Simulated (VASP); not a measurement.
# Ni (Fm-3m) in VASP: single point with PBEsol

Aim: the single point of Ni with PBEsol.

All numbers are computed with VASP 6.6.1; they aren't measurements. Logs are shortened: lines on timing, memory, paths and dates and some standing lists are left out, and cuts for length are marked.

## Step 1: The cell of the first run

Symmetry: Fm-3m, No. 225, cubic system. Conventional cell: a = 3.457 Å, b = 3.457 Å, c = 3.457 Å, α = 90.00°, β = 90.00°, γ = 90.00°. Ni (site symmetry m-3m) has 12 Ni at 2.44 Å within 3.2 Å.

## Step 2: Single point, PBEsol

File INCAR:

```
SYSTEM = Ni
PREC = Accurate
ENCUT = 520
EDIFF = 1E-6
ISMEAR = 0
SIGMA = 0.1
LREAL = .FALSE.
LASPH = .TRUE.
NELM = 60
ALGO = Fast
ISIF = 2
LWAVE = .FALSE.
LCHARG = .FALSE.
GGA = PS
NBANDS = 11
```

File KPOINTS:

```
Automatic mesh
0
G
  28 28 28
  0 0 0
```

File POSCAR:

```
Ni
1.0
    0.0000000000      1.7283902084      1.7283902084
    1.7283902084      0.0000000000      1.7283902084
    1.7283902084      1.7283902084      0.0000000000
Ni
1
Direct
    0.5000000000      0.5000000000      0.5000000000
```

Potentials or basis: VASP PAW PBE potentials, release 64 (Ni).

On the command line:

```bash
$ cat potpaw_PBE.64/Ni/POTCAR > POTCAR
$ mpirun -np 1 vasp_std > vasp.out
```

OUTCAR:

```text
SYSTEM = Ni
   PREC = Accurate
   ENCUT = 520
   EDIFF = 1E-6
   ISMEAR = 0
   LREAL = .FALSE.
   LASPH = .TRUE.
   NELM = 60
   ISIF = 2
   GGA = PS

 ion  position               nearest neighbor table
   1  0.500  0.500  0.500-

  LATTYP: Found a face centered cubic cell.
 ALAT       =     3.4567804168

  Lattice vectors:

 A1 = (   0.0000000000,   1.7283902084,   1.7283902084)
 A2 = (   1.7283902084,   0.0000000000,   1.7283902084)
 A3 = (   1.7283902084,   1.7283902084,   0.0000000000)

Analysis of symmetry for initial positions (statically):
=====================================================================
 Subroutine PRICEL returns:
 Original cell was already a primitive cell.

 Routine SETGRP: Setting up the symmetry group for a
 face centered cubic supercell.

 Subroutine GETGRP returns: Found 48 space group operations
 (whereof 48 operations were pure point group operations)
 out of a pool of 48 trial point group operations.

The static configuration has the point symmetry O_h .

Analysis of symmetry for dynamics (positions and initial velocities):
=====================================================================
 Subroutine PRICEL returns:
 Original cell was already a primitive cell.

 Routine SETGRP: Setting up the symmetry group for a
 face centered cubic supercell.

 Subroutine GETGRP returns: Found 48 space group operations
 (whereof 48 operations were pure point group operations)
 out of a pool of 48 trial point group operations.

The dynamic configuration has the point symmetry O_h .

 Subroutine INISYM returns: Found 48 space group operations
 (whereof 48 operations are pure point group operations),
 and found     1 'primitive' translations

----------------------------------------------------------------------------------------

                                     Primitive cell

  volume of cell :      10.3266

  direct lattice vectors                    reciprocal lattice vectors
     0.000000000  1.728390208  1.728390208    -0.289286527  0.289286527  0.289286527
     1.728390208  0.000000000  1.728390208     0.289286527 -0.289286527  0.289286527
     1.728390208  1.728390208  0.000000000     0.289286527  0.289286527 -0.289286527

  length of vectors
     2.444312874  2.444312874  2.444312874     0.501058962  0.501058962  0.501058962

  position of ions in fractional coordinates (direct lattice)
     0.500000000  0.500000000  0.500000000

  ion indices of the primitive-cell ions
   primitive index   ion index
                 1           1

----------------------------------------------------------------------------------------

 KPOINTS: Automatic mesh

Automatic generation of k-mesh.
 Grid dimensions read from file:
 generate k-points for:   28   28   28

 Generating k-lattice:

  Cartesian coordinates                     Fractional coordinates (reciprocal lattice)
    -0.010331662  0.010331662  0.010331662     0.035714286  0.000000000  0.000000000
     0.010331662 -0.010331662  0.010331662     0.000000000  0.035714286  0.000000000
     0.010331662  0.010331662 -0.010331662     0.000000000  0.000000000  0.035714286

  Length of vectors
     0.017894963  0.017894963  0.017894963

  Shift w.r.t. Gamma in fractional coordinates (k-lattice)
     0.000000000  0.000000000  0.000000000

 Subroutine IBZKPT returns following result:
 ===========================================

 Found    624 irreducible k-points:

 Following reciprocal coordinates:
            Coordinates               Weight
  0.000000  0.000000  0.000000      1.000000
  0.035714  0.000000  0.000000      8.000000
  0.071429  0.000000  0.000000      8.000000
  0.107143  0.000000  0.000000      8.000000
  0.142857  0.000000  0.000000      8.000000
  0.178571  0.000000  0.000000      8.000000
[... 16 lines left out ...]
  0.285714  0.035714  0.000000     24.000000
  0.321429  0.035714  0.000000     24.000000
 [... further k-points ...]
   k-points           NKPTS =    624   k-points in BZ     NKDIM =    624   number of bands    NBANDS=     11
   number of dos      NEDOS =    301   number of ions     NIONS =      1
   total plane-waves  NPLWV =   5832
   dimension x,y,z NGX =    18 NGY =   18 NGZ =   18
   dimension x,y,z NGXF=    36 NGYF=   36 NGZF=   36
   ions per type =               1
   NGX,Y,Z   is equivalent  to a cutoff of  12.24, 12.24, 12.24 a.u.
   NGXF,Y,Z  is equivalent  to a cutoff of  24.48, 24.48, 24.48 a.u.
 SYSTEM =  Ni
   PREC   = accura    normal or accurate (medium, high low for compatibility)
   ISTART =      0    job   : 0-new  1-cont  2-samecut
   ICHARG =      2    charge: 1-file 2-atom 10-const
   ISPIN  =      1    spin polarized calculation?
   LNONCOLLINEAR =      F non collinear calculations
   LSORBIT =      F    spin-orbit coupling
   LASPH  =      T    aspherical Exc in radial PAW
   ENCUT  =  520.0 eV  38.22 Ry    6.18 a.u.   4.54  4.54  4.54*2*pi/ulx,y,z
   NELM   =     60;   NELMIN=  2; NELMDL= -5     # of ELM steps
   EDIFF  = 0.1E-05   stopping-criterion for ELM
   LREAL  =      F    real-space projection
   EDIFFG = 0.1E-04   stopping-criterion for IOM
   NSW    =      0    number of steps for IOM
   IBRION =     -1    ionic relax: 0-MD 1-quasi-New 2-CG
   NFREE  =      0    steps in history (QN), initial steepest desc. (CG)
   ISIF   =      2    stress and relaxation
   ISYM   =      2    0-nonsym 1-usesym 2-fastsym
   POTIM  = 0.5000    time-step for ionic-motion
   TEBEG  =    0.0;   TEEND  =   0.0 temperature during run
   PSTRESS=    0.0 pullay stress
   NELECT =      10.0000    total number of electrons
   NUPDOWN=      -1.0000    fix difference up-down
   EMIN   =  10.00;   EMAX   =-10.00  energy-range for DOS
   EFERMI =   0.00;   METHOD = LEGACY
   ISMEAR =     0;   SIGMA  =   0.10  broadening in eV -4-tet -1-fermi 0-gaus
   EFERMI_NEDOS =   21; number of points for ismear=-14 and -15
   IALGO  =     68    algorithm
   IMIX   =      4    mixing-type and parameters
     AMIX     =   0.40;   BMIX     =  1.00
     AMIX_MAG =   1.60;   BMIX_MAG =  1.00
  volume/ion in A,a.u.               =      10.33        69.69
  Fermi-wavevector in a.u.,A,eV,Ry     =   1.619657  3.060708 35.692008  2.623289
  Thomas-Fermi vector in A             =   2.713722
   LORBIT       =      0    0 simple, 1 ext, 2 COOP (PROOUT), +10 PAW based schemes
   GGA     = PS    functional components
   LHFCALC =     F    Hartree Fock is set to
   AEXX    =    0.0000 exact exchange contribution
   IVDW    =     0    specifies the selected vdW correction
   LEPSILON=     F    determine dielectric tensor
   LRPA    =     F    only Hartree local field effects (RPA)
 non-spin polarized calculation
 RMM-DIIS sequential band-by-band and
 Gauss-broadening in eV      SIGMA  =   0.10
  energy-cutoff  :      520.00
  volume of cell :       10.33
 maximum number of plane-waves:       291
   NGX =  9   NGY =  9   NGZ =  9

 number of electron      10.0000000 magnetization

 number of electron       9.9999992 magnetization

 Free energy of the ion-electron system (eV)
  ---------------------------------------------------
  ext. energy  EPLUGINS =         0.00000000
  ---------------------------------------------------
  free energy    TOTEN  =        -6.09317609 eV

  energy without entropy =       -6.07462510  energy(sigma->0) =       -6.08390060

 E-fermi :   9.7610     XC(G=0): -13.7470

 val. band max:        9.7602261417   @ k =  -0.4643   0.2143   0.0357
 cond. band min:       9.7611092306   @ k =   0.5000   0.1786   0.0357
 fundamental gap:      0.0008830888
 Fermi energy:         9.7610295666

 k-point     1 :       0.0000    0.0000    0.0000
  band No.  band energies     occupation
      1       0.5097      2.00000
      2       7.7568      2.00000
      3       7.7568      2.00000
      4       7.7568      2.00000
      5       8.9656      2.00000
      6       8.9656      2.00000
      7      34.0286      0.00000
      8      38.3336      0.00000
      9      38.3336      0.00000
     10      38.3336      0.00000
     11      41.5017      0.00000

 k-point     2 :       0.0357    0.0000    0.0000
  band No.  band energies     occupation
      1       0.5618      2.00000
      2       7.7415      2.00000
      3       7.7694      2.00000
      4       7.7694      2.00000
      5       8.9598      2.00000
      6       8.9598      2.00000
      7      33.9138      0.00000
      8      37.4831      0.00000
      9      38.2129      0.00000
     10      38.2129      0.00000
     11      41.6828      0.00000

 k-point     3 :       0.0714    0.0000    0.0000
  band No.  band energies     occupation
      1       0.7172      2.00000
      2       7.6973      2.00000
      3       7.8053      2.00000
      4       7.8053      2.00000
      5       8.9446      2.00000
      6       8.9446      2.00000
      7      33.4041      0.00000
      8      36.1848      0.00000
      9      37.9173      0.00000
     10      37.9173      0.00000
     11      42.1490      0.00000

 k-point     4 :       0.1071    0.0000    0.0000
  band No.  band energies     occupation
      1       0.9730      2.00000
      2       7.6293      2.00000
      3       7.8583      2.00000
      4       7.8583      2.00000
      5       8.9260      2.00000
      6       8.9260      2.00000
      7      32.1851      0.00000
      8      35.4161      0.00000
      9      37.5534      0.00000
     10      37.5534      0.00000
     11      42.5229      0.00000
[... 239 lines left out ...]
 k-point    22 :       0.2500    0.0357    0.0000
  band No.  band energies     occupation
      1       2.6845      2.00000
      2       7.3282      2.00000
      3       7.9886      2.00000
      4       8.0048      2.00000
      5       8.9478      2.00000
      6       9.1235      2.00000
      7      25.5899      0.00000
      8      33.9849      0.00000
      9      35.1212      0.00000
     10      37.9496      0.00000
     11      40.4571      0.00000

 k-point    23 :       0.2857    0.0357    0.0000
  band No.  band energies     occupation
      1       3.2619      2.00000
      2       7.3263      2.00000
      3       7.9503      2.00000
      4       7.9789      2.00000
      5       9.0750      2.00000
      6       9.2341      2.00000
      7      23.8064      0.00000
      8      33.6589      0.00000
      9      34.8797      0.00000
     10      37.6051      0.00000
     11      39.9792      0.00000

 k-point    24 :       0.3214    0.0357    0.0000
  band No.  band energies     occupation
      1       3.8240      2.00000
      2       7.4157      2.00000
      3       7.8943      2.00000
      4       7.9341      2.00000
      5       9.2318      2.00000
      6       9.3609      2.00000
      7      22.0987      0.00000
      8      33.3300      0.00000
      9      34.7048      0.00000
     10      37.1945      0.00000
     11      39.5041      0.00000

 [... further k-points ...]

------------------------ aborting loop because EDIFF is reached ----------------------------------------

  FORCE on cell =-STRESS in cart. coord.  units (eV):
  Direction    XX          YY          ZZ          XY          YZ          ZX
  --------------------------------------------------------------------------------------
  -------------------------------------------------------------------------------------
  Total        0.0294924      0.0294924      0.0294924     -0.0000000     -0.0000000     -0.0000000
  in kB        4.5757888      4.5757888      4.5757888     -0.0000000     -0.0000000     -0.0000000
  external PRESSURE =       4.5757888 kB  Pullay stress =       0.0000000 kB

 VOLUME and BASIS-vectors are now :
 -----------------------------------------------------------------------------
  energy-cutoff  :      520.00
  volume of cell :       10.33
      direct lattice vectors                 reciprocal lattice vectors
     0.000000000  1.728390208  1.728390208    -0.289286527  0.289286527  0.289286527
     1.728390208  0.000000000  1.728390208     0.289286527 -0.289286527  0.289286527
     1.728390208  1.728390208  0.000000000     0.289286527  0.289286527 -0.289286527

 POSITION                                       TOTAL-FORCE (eV/Angst)
 -----------------------------------------------------------------------------------
      1.72839      1.72839      1.72839        -0.000000      0.000000      0.000000
 -----------------------------------------------------------------------------------
    total drift:                               -0.000000     -0.000000     -0.000000

  FREE ENERGIE OF THE ION-ELECTRON SYSTEM (eV)
  ---------------------------------------------------
  free  energy   TOTEN  =        -6.0931760914 eV

  energy  without entropy=       -6.0746251028  energy(sigma->0) =       -6.08390060
```

It took 44 s on 1 thread of Intel Xeon Platinum 8488C (Sapphire Rapids), shared host; peak memory 0.18 GiB.

Results:

- Free energy: -6.0932 eV
- Pressure: 0.5 GPa
- Band gap on the k mesh: zero (band 5 reaches 9.95 eV, above the bottom of band 6 at 8.91 eV)

Caveat: the PAW data sets were made with another functional, which shifts forces and pressure a little; the run has no spin polarisation, though such a crystal can be magnetic. Spin polarisation is off, so any magnetic state and its effect on volume and gap are missing.
